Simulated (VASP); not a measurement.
Ti3Al:

```
Ti Al
1.0
     2.86778    0.00000    0.00000
    -1.43389    2.48357    0.00000
     0.00000    0.00000    9.03802
Ti Al
3 1
Direct
  0.33333 0.66667 0.24941
  0.33333 0.66667 0.75059
  0.66667 0.33333 0.00000
  0.66667 0.33333 0.50000
```

This cell differs from its parent crystal: volume scaled by 0.94.

Program: VASP 6.6.1. Alike in all runs: task single point; no spin polarisation; cell as given; k mesh 10 × 10 × 3; cutoff (eV) 520; smearing fermi-dirac 0.05 eV.

Question: Order these runs on this cell by their pressure, lowest first.
A. level LDA; potentials or basis VASP PAW LDA potentials, release 64 (Ti_sv, Al)
B. level r2SCAN; potentials or basis VASP PAW PBE potentials, release 64 (Ti_sv, Al)
C. level PBEsol; potentials or basis VASP PAW PBE potentials, release 64 (Ti_sv, Al)

Answer: A (-0.4 GPa), C (3.6 GPa), B (7.4 GPa).

Caveats: the PAW data sets were made with another functional, which shifts forces and pressure a little (some runs).
